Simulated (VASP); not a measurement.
A run of VASP 6.6.1 is set up as follows.

File POSCAR:

```
PtSe
1.0
    0.0000000000      2.8095336934      2.8095336934
    2.8095336934      0.0000000000      2.8095336934
    2.8095336934      2.8095336934      0.0000000000
Pt Se
1 1
Direct
    0.0000000000      0.0000000000      0.0000000000
    0.2500000000      0.2500000000      0.2500000000
```

INCAR.step1

```
SYSTEM = PtSe
  PREC = Accurate
  ENCUT = 520
  ISMEAR = -1
  SIGMA = 0.05
  LREAL = .FALSE.
  LASPH = .TRUE.
  NELM = 80
  NBANDS = 15
  GGA = PE
  ALGO = Normal
  EDIFF = 1E-4
  LWAVE = .TRUE.
  LCHARG = .FALSE.
```

File INCAR.step2:

```
SYSTEM = PtSe
  PREC = Accurate
  ENCUT = 520
  EDIFF = 1E-7
  ISMEAR = -1
  SIGMA = 0.05
  LREAL = .FALSE.
  LASPH = .TRUE.
  NELM = 80
  ALGO = Normal
  ISIF = 2
  LWAVE = .FALSE.
  LCHARG = .FALSE.
  METAGGA = R2SCAN
  LMIXTAU = .TRUE.
  LUSE_VDW = .TRUE.
  IVDW_NL = 2
  BPARAM = 11.95
  CPARAM = 0.0093
  NBANDS = 15
  ISTART = 1
```

KPOINTS

```
Automatic mesh
0
G
  8 8 8
  0 0 0
```

Potentials or basis: VASP PAW PBE potentials, release 64 (Pt, Se).

Launch:

```console
$ cat potpaw_PBE.64/Pt/POTCAR potpaw_PBE.64/Se/POTCAR > POTCAR
$ cp INCAR.step1 INCAR
$ mpirun -np 1 vasp_std > vasp.out
$ cp INCAR.step2 INCAR
$ mpirun -np 1 vasp_std > vasp.out
```

(1) What does it give for the pressure?

(2) What does it give for the band gap on the k mesh?

Answers

(1) 0.4 GPa.

(2) zero (band 8 reaches 7.92 eV, above the bottom of band 9 at 3.92 eV).

Caveat: the PAW data sets were made with another functional, which shifts forces and pressure a little; spin-orbit coupling is left out, which moves the levels of the heavy elements.
